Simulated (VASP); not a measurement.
The system is CsSnBr3.

```
Cs Sn Br
1.0
     5.90736    0.00000    0.00000
     0.00000    5.90736    0.00000
     0.00000    0.00000    5.90736
Cs Sn Br
1 1 3
Direct
  0.00000 0.00000 0.00000
  0.50000 0.50000 0.50000
  0.50000 0.50000 0.00000
  0.50000 0.00000 0.50000
  0.00000 0.50000 0.50000
```

- Program: VASP 6.6.1
- Task: relaxation of cell and atoms
- Functional: PBEsol
- Potentials or basis: VASP PAW PBE potentials, release 64 (Cs_sv, Sn_d, Br)
- Cutoff: 500 eV
- k mesh: 4 × 4 × 4
- Occupations: fermi-dirac, width 0.02 eV
- Spin: no spin polarisation

At the start: pressure -1.2 GPa; volume 41.23 Å³/atom.

Question: How do energy, volume and symmetry change on relaxing?

Answer: Over 3 steps the energy falls by 10.5 meV/atom and the volume is 38.71 Å³/atom (-6.1 %); space group Pm-3m (No. 221, to 0.05 Å).

The path:
| step | energy change (eV) | largest force (eV/Å) | pressure (GPa) | volume (Å³) |
| --- | --- | --- | --- | --- |
| 1 | 0.0000 | 0.0000 | -1.24 | 206.15 |
| 2 | -0.0483 | 0.0000 | -0.38 | 196.80 |
| 3 | -0.0524 | 0.0000 | -0.02 | 193.55 |

Final structure:
```cif
data_structure
_symmetry_space_group_name_H-M 'P 1'
_symmetry_Int_Tables_number 1
_cell_length_a 5.7845
_cell_length_b 5.7845
_cell_length_c 5.7845
_cell_angle_alpha 90.000
_cell_angle_beta 90.000
_cell_angle_gamma 90.000
_cell_volume 193.55
loop_
_atom_site_label
_atom_site_type_symbol
_atom_site_fract_x
_atom_site_fract_y
_atom_site_fract_z
_atom_site_occupancy
Cs1 Cs 0.00000 0.00000 0.00000 1
Sn1 Sn 0.50000 0.50000 0.50000 1
Br1 Br 0.50000 0.50000 0.00000 1
Br2 Br 0.50000 0.00000 0.50000 1
Br3 Br 0.00000 0.50000 0.50000 1
```

Caveat: the PAW data sets were made with another functional, which shifts forces and pressure a little.
